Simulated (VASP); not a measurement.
NiO:

```
CELL_PARAMETERS angstrom
0.00000 2.09972 2.09972
2.09972 0.00000 2.09972
2.09972 2.09972 0.00000
ATOMIC_POSITIONS crystal
Ni 0.00000 0.00000 0.00000
O 0.50000 0.50000 0.50000
```

Base run:

```yaml
Program: VASP 6.6.1
Functional: PBE exchange alone
Potentials_or_basis: VASP PAW PBE potentials, release 64 (Ni, O)
Cutoff: 520 eV
k_mesh: 11 × 11 × 11
Occupations: fermi-dirac, width 0.05 eV
Spin: collinear spin, ferromagnetic start
Starting_moments: "[1.0, 0.0] μB"
```

Its results: pressure 27.9 GPa; net moment 1.91 μB per cell; site moments Ni +1.56; O +0.31 μB.

**Question.** The run is repeated on the same cell with these changes: functional from PBE exchange alone to LDA; potentials or basis from VASP PAW PBE potentials, release 64 (Ni, O) to VASP PAW LDA potentials, release 64 (Ni, O). What comes out?

**Answer.** Pressure -22.8 GPa; net moment 0.23 μB per cell; site moments Ni +0.20; O +0.03 μB.

Caveats: the cell stands under pressure (at least some runs); a cell with one magnetic atom can't hold antiferromagnetic order, which such compounds often take (at least some runs); the cell stands under tension (at least some runs).
